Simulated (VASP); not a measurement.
# Al (Fmmm) in VASP: notebook

The runs below take Al through single point, with PBE.

All numbers are computed with VASP 6.6.1; they aren't measurements. Logs are shortened: lines on timing, memory, paths and dates and some standing lists are left out, and cuts for length are marked.

## 1. The cell of the first run

Symmetry: Fmmm, No. 69, orthorhombic system. Conventional cell: a = 3.182 Å, b = 4.456 Å, c = 4.546 Å, α = 90.00°, β = 90.00°, γ = 90.00°. Within 3.6 Å of Al (site symmetry mmm) lie 14 Al at 2.74 to 3.18 Å.

## 2. Single point, PBE (strain -0.0200 x Voigt [0, 0, 0, 1, 0, 0])

The input, INCAR:

```
SYSTEM = Al
  PREC = Accurate
  ENCUT = 520
  EDIFF = 1E-6
  ISMEAR = 0
  SIGMA = 0.15
  LREAL = .False.
  LASPH = .True.
  NELM = 100
  ALGO = Normal
  ISIF = 2
  LWAVE = .False.
  LCHARG = .False.
  GGA = PE
  NBANDS = 8
```

The input, KPOINTS:

```
Automatic mesh
0
Gamma
  20 20 20
  0 0 0
```

The input, POSCAR:

```
Al
1.0
   -1.5912186900      1.5753065031      1.5753065031
    1.5912186900     -1.6071308769      1.6071308769
    1.5912186900      1.6071308769     -1.6071308769
Al
1
Direct
    0.0000000000      0.0000000000      0.0000000000
```

Potentials or basis: VASP PAW PBE potentials, release 64 (Al).

Started as:

```
$ cat potpaw_PBE.64/Al/POTCAR > POTCAR
$ mpirun -np 1 vasp_std > vasp.out
```

OUTCAR:

```text
SYSTEM = Al
   PREC = Accurate
   ENCUT = 520
   EDIFF = 1E-6
   ISMEAR = 0
   LREAL = .False.
   LASPH = .True.
   NELM = 100
   ISIF = 2
   GGA = PE

 ion  position               nearest neighbor table
   1  0.000  0.000  0.000-

  LATTYP: Found a face centered orthorhombic cell.
 ALAT       =     3.1824373800
 B/A-ratio  =     1.4000714267
 C/A-ratio  =     1.4283556980

  Lattice vectors:

 A1 = (   0.0000000000,  -0.0318243738,   3.1824373800)
 A2 = (   1.5912186900,  -1.6071308769,   1.6071308769)
 A3 = (   1.5912186900,   1.5753065031,   1.5753065031)

Analysis of symmetry for initial positions (statically):
=====================================================================
 Subroutine PRICEL returns:
 Original cell was already a primitive cell.

 Routine SETGRP: Setting up the symmetry group for a
 face centered orthorhombic supercell.

 Subroutine GETGRP returns: Found  8 space group operations
 (whereof  8 operations were pure point group operations)
 out of a pool of  8 trial point group operations.

The static configuration has the point symmetry D_2h.

Analysis of symmetry for dynamics (positions and initial velocities):
=====================================================================
 Subroutine PRICEL returns:
 Original cell was already a primitive cell.

 Routine SETGRP: Setting up the symmetry group for a
 face centered orthorhombic supercell.

 Subroutine GETGRP returns: Found  8 space group operations
 (whereof  8 operations were pure point group operations)
 out of a pool of  8 trial point group operations.

The dynamic configuration has the point symmetry D_2h.

 Subroutine INISYM returns: Found  8 space group operations
 (whereof  8 operations are pure point group operations),
 and found     1 'primitive' translations

----------------------------------------------------------------------------------------

                                     Primitive cell

  volume of cell :      16.1141

  direct lattice vectors                    reciprocal lattice vectors
    -1.591218690  1.575306503  1.575306503     0.000000000  0.317398550  0.317398550
     1.591218690 -1.607130877  1.607130877     0.314224565  0.003142560  0.314255990
     1.591218690  1.607130877 -1.607130877     0.314224565  0.314255990  0.003142560

  length of vectors
     2.737728635  2.774475848  2.774475848     0.448869334  0.444413974  0.444413974

  position of ions in fractional coordinates (direct lattice)
     0.000000000  0.000000000  0.000000000

  ion indices of the primitive-cell ions
   primitive index   ion index
                 1           1

----------------------------------------------------------------------------------------

 KPOINTS: Automatic mesh

Automatic generation of k-mesh.
 Grid dimensions read from file:
 generate k-points for:   20   20   20

 Generating k-lattice:

  Cartesian coordinates                     Fractional coordinates (reciprocal lattice)
     0.000000000  0.015869928  0.015869928     0.050000000  0.000000000  0.000000000
     0.015711228  0.000157128  0.015712800     0.000000000  0.050000000 -0.000000000
     0.015711228  0.015712800  0.000157128     0.000000000 -0.000000000  0.050000000

  Length of vectors
     0.022443467  0.022220699  0.022220699

  Shift w.r.t. Gamma in fractional coordinates (k-lattice)
     0.000000000  0.000000000  0.000000000

 Subroutine IBZKPT returns following result:
 ===========================================

 Found   1166 irreducible k-points:

 Following reciprocal coordinates:
            Coordinates               Weight
  0.000000  0.000000  0.000000      1.000000
  0.050000  0.000000  0.000000      2.000000
  0.100000  0.000000  0.000000      2.000000
  0.150000  0.000000  0.000000      2.000000
  0.200000  0.000000  0.000000      2.000000
  0.250000  0.000000  0.000000      2.000000
[... 16 lines left out ...]
  0.050000  0.100000  0.000000      8.000000
  0.100000  0.100000  0.000000      8.000000
 [... further k-points ...]
   k-points           NKPTS =   1166   k-points in BZ     NKDIM =   1166   number of bands    NBANDS=      8
   number of dos      NEDOS =    301   number of ions     NIONS =      1
   total plane-waves  NPLWV =  11520
   dimension x,y,z NGX =    20 NGY =   24 NGZ =   24
   dimension x,y,z NGXF=    40 NGYF=   48 NGZF=   48
   ions per type =               1
   NGX,Y,Z   is equivalent  to a cutoff of  12.14, 14.38, 14.38 a.u.
   NGXF,Y,Z  is equivalent  to a cutoff of  24.29, 28.76, 28.76 a.u.
 SYSTEM =  Al
   PREC   = accura    normal or accurate (medium, high low for compatibility)
   ISTART =      0    job   : 0-new  1-cont  2-samecut
   ICHARG =      2    charge: 1-file 2-atom 10-const
   ISPIN  =      1    spin polarized calculation?
   LNONCOLLINEAR =      F non collinear calculations
   LSORBIT =      F    spin-orbit coupling
   LASPH  =      T    aspherical Exc in radial PAW
   ENCUT  =  520.0 eV  38.22 Ry    6.18 a.u.   5.09  5.16  5.16*2*pi/ulx,y,z
   NELM   =    100;   NELMIN=  2; NELMDL= -5     # of ELM steps
   EDIFF  = 0.1E-05   stopping-criterion for ELM
   LREAL  =      F    real-space projection
   EDIFFG = 0.1E-04   stopping-criterion for IOM
   NSW    =      0    number of steps for IOM
   IBRION =     -1    ionic relax: 0-MD 1-quasi-New 2-CG
   NFREE  =      0    steps in history (QN), initial steepest desc. (CG)
   ISIF   =      2    stress and relaxation
   ISYM   =      2    0-nonsym 1-usesym 2-fastsym
   POTIM  = 0.5000    time-step for ionic-motion
   TEBEG  =    0.0;   TEEND  =   0.0 temperature during run
   PSTRESS=    0.0 pullay stress
   NELECT =       3.0000    total number of electrons
   NUPDOWN=      -1.0000    fix difference up-down
   EMIN   =  10.00;   EMAX   =-10.00  energy-range for DOS
   EFERMI =   0.00;   METHOD = LEGACY
   ISMEAR =     0;   SIGMA  =   0.15  broadening in eV -4-tet -1-fermi 0-gaus
   EFERMI_NEDOS =   21; number of points for ismear=-14 and -15
   IALGO  =     38    algorithm
   IMIX   =      4    mixing-type and parameters
     AMIX     =   0.40;   BMIX     =  1.00
     AMIX_MAG =   1.60;   BMIX_MAG =  1.00
  volume/ion in A,a.u.               =      16.11       108.74
  Fermi-wavevector in a.u.,A,eV,Ry     =   0.934788  1.766493 11.889163  0.873829
  Thomas-Fermi vector in A             =   2.061629
   LORBIT       =      0    0 simple, 1 ext, 2 COOP (PROOUT), +10 PAW based schemes
   GGA     = PE    functional components
   LHFCALC =     F    Hartree Fock is set to
   AEXX    =    0.0000 exact exchange contribution
   IVDW    =     0    specifies the selected vdW correction
   LEPSILON=     F    determine dielectric tensor
   LRPA    =     F    only Hartree local field effects (RPA)
 non-spin polarized calculation
 Gauss-broadening in eV      SIGMA  =   0.15
  energy-cutoff  :      520.00
  volume of cell :       16.11
 maximum number of plane-waves:       448
   NGX = 11   NGY = 11   NGZ = 11

 number of electron       3.0000000 magnetization

 Free energy of the ion-electron system (eV)
  ---------------------------------------------------
  ext. energy  EPLUGINS =         0.00000000
  ---------------------------------------------------
  free energy    TOTEN  =        -3.64195428 eV

  energy without entropy =       -3.63686316  energy(sigma->0) =       -3.63940872

 E-fermi :   8.2594     XC(G=0): -10.2871

 val. band max:        8.2547622840   @ k =   0.0500   0.2500   0.2500
 cond. band min:       8.2610060920   @ k =   0.1500   0.2500   0.1500
 fundamental gap:      0.0062438080
 Fermi energy:         8.2594169566

 k-point     1 :       0.0000    0.0000    0.0000
  band No.  band energies     occupation
      1      -3.0451      2.00000
      2      21.5268      0.00000
      3      21.6112      0.00000
      4      21.8093      0.00000
      5      23.0123      0.00000
      6      23.3083      0.00000
      7      23.5466      0.00000
      8      24.7595      0.00000

 k-point     2 :       0.0500    0.0000    0.0000
  band No.  band energies     occupation
      1      -2.9705      2.00000
      2      20.8935      0.00000
      3      20.9773      0.00000
      4      21.4741      0.00000
      5      22.7638      0.00000
      6      23.7177      0.00000
      7      23.9742      0.00000
      8      23.9822      0.00000

 k-point     3 :       0.1000    0.0000    0.0000
  band No.  band energies     occupation
      1      -2.7470      2.00000
      2      19.1630      0.00000
      3      20.0881      0.00000
      4      20.7147      0.00000
      5      22.1107      0.00000
      6      23.0330      0.00000
      7      24.1405      0.00000
      8      24.5665      0.00000

 k-point     4 :       0.1500    0.0000    0.0000
  band No.  band energies     occupation
      1      -2.3752      2.00000
      2      17.0868      0.00000
      3      19.2401      0.00000
      4      19.8465      0.00000
      5      21.3181      0.00000
      6      22.3359      0.00000
      7      24.6315      0.00000
      8      24.7657      0.00000

 k-point     5 :       0.2000    0.0000    0.0000
  band No.  band energies     occupation
      1      -1.8565      2.00000
      2      14.9724      0.00000
      3      18.4907      0.00000
      4      19.0143      0.00000
      5      20.5535      0.00000
      6      21.7123      0.00000
      7      25.1302      0.00000
      8      25.2317      0.00000

 k-point     6 :       0.2500    0.0000    0.0000
  band No.  band energies     occupation
      1      -1.1924      2.00000
      2      12.9167      0.00000
      3      17.8528      0.00000
      4      18.2758      0.00000
      5      19.8777      0.00000
      6      21.1434      0.00000
      7      25.6267      0.00000
      8      25.9518      0.00000

 k-point     7 :       0.3000    0.0000    0.0000
  band No.  band energies     occupation
      1      -0.3852      2.00000
      2      10.9547      0.00000
      3      17.3302      0.00000
      4      17.6557      0.00000
      5      19.3132      0.00000
      6      20.6447      0.00000
      7      26.2390      0.00000
      8      26.7953      0.00000
[... 133 lines left out ...]
 k-point    20 :       0.4000    0.0500    0.0000
  band No.  band energies     occupation
      1       2.2890      2.00000
      2       6.6026      2.00000
      3      15.4346      0.00000
      4      16.6975      0.00000
      5      18.9470      0.00000
      6      20.5480      0.00000
      7      27.5486      0.00000
      8      29.7387      0.00000

 k-point    21 :       0.4500    0.0500    0.0000
  band No.  band energies     occupation
      1       3.5385      2.00000
      2       5.0931      2.00000
      3      15.3032      0.00000
      4      16.5707      0.00000
      5      18.8158      0.00000
      6      20.4303      0.00000
      7      28.3287      0.00000
      8      29.9485      0.00000

 k-point    22 :      -0.0000    0.1000    0.0000
  band No.  band energies     occupation
      1      -2.7529      2.00000
      2      18.8217      0.00000
      3      20.1820      0.00000
      4      20.6018      0.00000
      5      22.2550      0.00000
      6      23.2424      0.00000
      7      24.2389      0.00000
      8      24.9316      0.00000

 k-point    23 :       0.0500    0.1000    0.0000
  band No.  band energies     occupation
      1      -2.5297      2.00000
      2      17.7978      0.00000
      3      19.1527      0.00000
      4      20.0135      0.00000
      5      22.0133      0.00000
      6      22.9985      0.00000
      7      24.2277      0.00000
      8      25.3271      0.00000

 k-point    24 :       0.1000    0.1000    0.0000
  band No.  band energies     occupation
      1      -2.1585      2.00000
      2      16.8054      0.00000
      3      17.2822      0.00000
      4      19.2279      0.00000
      5      22.1132      0.00000
      6      22.4898      0.00000
      7      24.9772      0.00000
      8      25.2917      0.00000

 [... further k-points ...]

------------------------ aborting loop because EDIFF is reached ----------------------------------------

  FORCE on cell =-STRESS in cart. coord.  units (eV):
  Direction    XX          YY          ZZ          XY          YZ          ZX
  --------------------------------------------------------------------------------------
  -------------------------------------------------------------------------------------
  Total        0.3752904      0.3826926      0.3826926      0.0000000      0.0867117      0.0000000
  in kB       37.3140056     38.0499866     38.0499866      0.0000000      8.6214836      0.0000000
  external PRESSURE =      37.8046596 kB  Pullay stress =       0.0000000 kB

 VOLUME and BASIS-vectors are now :
 -----------------------------------------------------------------------------
  energy-cutoff  :      520.00
  volume of cell :       16.11
      direct lattice vectors                 reciprocal lattice vectors
    -1.591218690  1.575306503  1.575306503     0.000000000  0.317398550  0.317398550
     1.591218690 -1.607130877  1.607130877     0.314224565  0.003142560  0.314255990
     1.591218690  1.607130877 -1.607130877     0.314224565  0.314255990  0.003142560

 POSITION                                       TOTAL-FORCE (eV/Angst)
 -----------------------------------------------------------------------------------
      0.00000      0.00000      0.00000         0.000000      0.000000      0.000000
 -----------------------------------------------------------------------------------
    total drift:                                0.000000      0.000000      0.000000

  FREE ENERGIE OF THE ION-ELECTRON SYSTEM (eV)
  ---------------------------------------------------
  free  energy   TOTEN  =        -3.6419542753 eV

  energy  without entropy=       -3.6368631611  energy(sigma->0) =       -3.63940872
```

It took 2.3 min on 1 thread of Intel Xeon 8259CL, shared host; peak memory 0.24 GiB.

Results:

| Quantity | Value |
| --- | --- |
| Free energy | -3.6420 eV |
| Pressure | 3.8 GPa |

Stress tensor (GPa, compression positive):
```
3.73 0.00 0.00
0.00 3.80 0.86
0.00 0.86 3.80
```

Caveat: the cell differs from its parent crystal (strain -0.0200 x Voigt [0, 0, 0, 1, 0, 0]).

## 3. Single point, PBE (strain +0.0150 x Voigt [0, 0, 0, 1, 0, 0])

The input, INCAR:

```
ALGO = Normal
EDIFF = 1E-6
ENCUT = 520
GGA = PE
ISIF = 2
ISMEAR = 0
LASPH = T
LCHARG = F
LREAL = F
LWAVE = F
NBANDS = 8
NELM = 80
PREC = Accurate
SIGMA = 0.15
```

The input, KPOINTS:

```
k-points
0
Gamma
  20 20 20
```

The input, POSCAR:

```
Al
1.0
   -1.5912186900      1.6031528302      1.6031528302
    1.5912186900     -1.5792845498      1.5792845498
    1.5912186900      1.5792845498     -1.5792845498
Al
1
Direct
    0.0000000000      0.0000000000      0.0000000000
```

Potentials or basis: VASP PAW PBE potentials, release 64 (Al).

Started as:

```
$ cat potpaw_PBE.64/Al/POTCAR > POTCAR
$ mpirun -np 1 vasp_std > vasp.out
```

Wall time 87 s (1 thread of Intel Xeon 8259CL, shared host); peak memory 0.23 GiB.

The run converged. Its results:

```
Free energy : -3.6423 eV
Pressure    : 3.8 GPa
```

Stress tensor (GPa, compression positive):
```
 3.73  0.00  0.00
 0.00  3.79 -0.63
 0.00 -0.63  3.79
```

Levels at points of the mesh, in eV from the Fermi level:
| k point | band 1 | band 2 | band 3 | band 4 | band 5 | band 6 |
| --- | --- | --- | --- | --- | --- | --- |
| (0.00, 0.00, 0.00) | -11.31 | 13.30 | 13.37 | 13.51 | 14.83 | 15.05 |
| (0.50, 0.00, 0.00) | -4.49 | -4.04 | 8.36 | 8.49 | 10.22 | 11.77 |
| (0.00, 0.50, 0.00) | -4.42 | -3.89 | 8.31 | 8.31 | 10.17 | 11.63 |
| (0.00, 0.50, 0.50) | -4.35 | -3.75 | 8.19 | 8.28 | 10.06 | 11.47 |
| (0.50, 0.50, 0.50) | 1.83 | 1.90 | 1.97 | 2.94 | 2.94 | 5.87 |

Caveat: the cell differs from its parent crystal (strain +0.0150 x Voigt [0, 0, 0, 1, 0, 0]).
